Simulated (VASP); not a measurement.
A run of VASP 6.6.1 is set up as follows.

INCAR

```
ALGO = Normal ; EDIFF = 1E-6
ENCUT = 520 ; GGA = PS
ISIF = 2 ; ISMEAR = 0
LASPH = True ; LCHARG = False
LREAL = False ; LWAVE = False
NBANDS = 16 ; NELM = 60
PREC = Accurate ; SIGMA = 0.15
```

File KPOINTS:

```
k-points
0
Gamma
  16 16 16
```

POSCAR

```
GaSb
1.0
    0.0000000000      3.1452140077      2.8935968871
    3.1452140077      0.0000000000      2.8935968871
    3.1452140077      3.1452140077      0.0000000000
Ga Sb
1 1
Direct
    0.0000000000      0.0000000000      0.0000000000
    0.7500000000      0.7500000000      0.7500000000
```

Potentials or basis: VASP PAW PBE potentials, release 64 (Ga_d, Sb).

Run with:

```sh
$ cat potpaw_PBE.64/Ga_d/POTCAR potpaw_PBE.64/Sb/POTCAR > POTCAR
$ mpirun -np 1 vasp_std > vasp.out
```

(1) Estimate the pressure.

(2) Estimate the band gap on the k mesh.

Answers

(1) -0.1 GPa.

(2) 0.19 eV (least direct gap 0.33 eV).

Caveat: semilocal functionals underestimate gaps, and a narrow one can read as zero; the PAW data sets were made with another functional, which shifts forces and pressure a little; spin-orbit coupling is left out, which moves the levels of the heavy elements.
